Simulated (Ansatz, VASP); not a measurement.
**HgBr3: VASP beside Ansatz**

```
Hg Br
1.0
     8.94518    0.00000    0.00000
    -4.47259    7.74675    0.00000
     0.00000    0.00000    3.84314
Hg Br
2 6
Cartesian
  4.4726 2.5822 0.9608
  0.0000 5.1645 2.8824
  2.6388 1.5235 2.8824
  6.3064 1.5235 2.8824
  4.4726 4.6997 2.8824
  1.8338 6.2232 0.9608
  -1.8338 6.2232 0.9608
  0.0000 3.0470 0.9608
```

Alike in both runs: task single point; functional PBE; k mesh 3 × 3 × 6; occupations gaussian, width 0.15 eV; no spin polarisation.

|  | VASP | Ansatz |
| --- | --- | --- |
| version | VASP 6.6.1 | Ansatz 0.2.0 |
| potentials or method | VASP PAW PBE potentials, release 64 (Hg, Br), cutoff 520 eV | plane waves, PAW |
| valence electrons in the cell | 66 | 82 |

```tsv
	VASP	Ansatz	Ansatz less VASP
pressure (GPa)	0.0	-0.1	-0.11
traceless stress, the component that is largest in VASP (GPa)	-0.14	-0.19	-0.050
rms of the force components (eV/Å)	0.024	0.038	+0.0141
```

Atom by atom the forces differ by 0.014 eV/Å (rms over components). With one functional, cell and mesh, what is left measures potentials, basis and numerics. VASP's potentials hold 66 valence electrons a cell and Ansatz's 82, so a difference there can come from the potentials and not from the codes. Ansatz's warnings: structure snapped to symmetry.

Neither program's run includes spin-orbit coupling.
